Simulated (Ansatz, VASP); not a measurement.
**One calculation of LiNbO3, two programs**

Contents of INCAR:

```
SYSTEM = LiNbO3
PREC = Accurate
ENCUT = 520
EDIFF = 1E-6
ISMEAR = 0
SIGMA = 0.01
LREAL = .FALSE.
LASPH = .TRUE.
NELM = 100
ALGO = Normal
ISIF = 2
LWAVE = .FALSE.
LCHARG = .FALSE.
GGA = PE
NBANDS = 45
```

The input KPOINTS:

```
Automatic mesh
0
G
  6 6 6
  0 0 0
```

File POSCAR:

```
LiNbO3
1.0
    2.6208410739      1.5131432995      4.7180536418
   -2.6208410739      1.5131432995      4.7180536418
    0.0000000000     -3.0262865990      4.7180536418
Li Nb O
2 2 6
Direct
    0.7816240672      0.7816240672      0.7816240672
    0.2816240672      0.2816240672      0.2816240672
    0.5004839052      0.5004839052      0.5004839052
    1.0004839052      1.0004839052      0.0004839052
    0.6107801053      0.2211568658      0.8579550566
    0.8579550566      0.6107801053      0.2211568658
    0.1107801053      0.3579550566      0.7211568658
    0.2211568658      0.8579550566      0.6107801053
    0.7211568658      0.1107801053      0.3579550566
    0.3579550566      0.7211568658      0.1107801053
```

Input for Ansatz:

```yaml
crystal:
  lattice:
    - [2.6208410739, 1.5131432995, 4.7180536418]
    - [-2.6208410739, 1.5131432995, 4.7180536418]
    - [0.0, -3.026286599, 4.7180536418]
  atoms:
    - { symbol: Li, position: [0.7816240672, 0.7816240672, 0.7816240672] }
    - { symbol: Li, position: [0.2816240672, 0.2816240672, 0.2816240672] }
    - { symbol: Nb, position: [0.5004839052, 0.5004839052, 0.5004839052] }
    - { symbol: Nb, position: [1.0004839052, 1.0004839052, 0.0004839052] }
    - { symbol: O, position: [0.6107801053, 0.2211568658, 0.8579550566] }
    - { symbol: O, position: [0.8579550566, 0.6107801053, 0.2211568658] }
    - { symbol: O, position: [0.1107801053, 0.3579550566, 0.7211568658] }
    - { symbol: O, position: [0.2211568658, 0.8579550566, 0.6107801053] }
    - { symbol: O, position: [0.7211568658, 0.1107801053, 0.3579550566] }
    - { symbol: O, position: [0.3579550566, 0.7211568658, 0.1107801053] }
kpoints:
  mp_grid: { grid: [6, 6, 6] }
hamiltonian:
  xc: pbe
scf:
  occupations: { method: fixed }
  n_extra_bands: 6
output:
  forces: true
  stress: true
  eigenvalues: true
```

Alike in both runs: task single point; functional PBE; k mesh 6 × 6 × 6; no spin polarisation.

|  | VASP | Ansatz |
| --- | --- | --- |
| version | VASP 6.6.1 | Ansatz 0.2.0 |
| potentials or method | VASP PAW PBE potentials, release 64 (Li_sv, Nb_sv, O) | plane waves, PAW |
| plane-wave cutoff (eV) | 520 | 420 |
| occupations | gaussian, width 0.01 eV | fixed |
| valence electrons in the cell | 68 | 68 |

|  | VASP | Ansatz | Ansatz less VASP |
| --- | --- | --- | --- |
| gap on the k mesh at the Fermi level (eV) | 3.42 | 3.43 | +0.012 |
| rms of the force components (eV/Å) | 0.184 | 0.186 | +0.0019 |

Atom by atom the forces differ by 0.007 eV/Å (rms over components).

Noted on VASP's run: the cutoff is short for stress, so the pressure is rough.
